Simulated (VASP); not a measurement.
A run of VASP 6.6.1 is set up as follows.

Contents of INCAR:

```
SYSTEM = AlN
PREC     = Accurate       ! precision mode
ENCUT    = 520            ! plane-wave cutoff, eV
EDIFF    = 1E-8           ! SCF threshold, eV
ISMEAR   = 0              ! smearing method
SIGMA    = 0.01           ! smearing width, eV
LREAL    = .False.        ! projectors in reciprocal space
LASPH    = .True.         ! aspherical terms in the spheres
NELM     = 100            ! most SCF steps
ALGO     = Normal         ! electronic algorithm
ISIF     = 2              ! what is computed and relaxed
LWAVE    = .False.        ! write WAVECAR
LCHARG   = .False.        ! write CHGCAR
GGA      = PE             ! functional
IBRION   = 8              ! ionic algorithm
NSW      = 1              ! ionic steps
LEPSILON = .True.         ! dielectric tensor by DFPT
```

File KPOINTS:

```
regular mesh
0
Gamma
  8 8 8
  0 0 0
```

File POSCAR:

```
AlN
1.0
    0.0000000000      2.0345180000      2.0345180000
    2.0345180000      0.0000000000      2.0345180000
    2.0345180000      2.0345180000      0.0000000000
Al N
1 1
Direct
    0.5000000000      0.5000000000      0.5000000000
    0.0000000000      0.0000000000      0.0000000000
```

Potentials or basis: VASP PAW PBE potentials, release 64 (Al, N).

Command:

```sh
$ cat potpaw_PBE.64/Al/POTCAR potpaw_PBE.64/N/POTCAR > POTCAR
$ mpirun -np 1 vasp_std > vasp.out
```

Problem. What does it give for the electronic dielectric tensor (diagonal)?

Solution. 5.22.

Problem. Estimate the Born charges (mean of the diagonal).

Solution. Al +2.99; N -2.99 e.

Problem. What does it give for the highest phonon frequency at Γ, LO-TO splitting left out?

Solution. 441 cm⁻¹.

Born effective charge tensors (e):
atom 1, Al
```
2.99 0.00 0.00
0.00 2.99 0.00
0.00 0.00 2.99
```
atom 2, N
```
-2.99  0.00  0.00
 0.00 -2.99  0.00
 0.00  0.00 -2.99
```
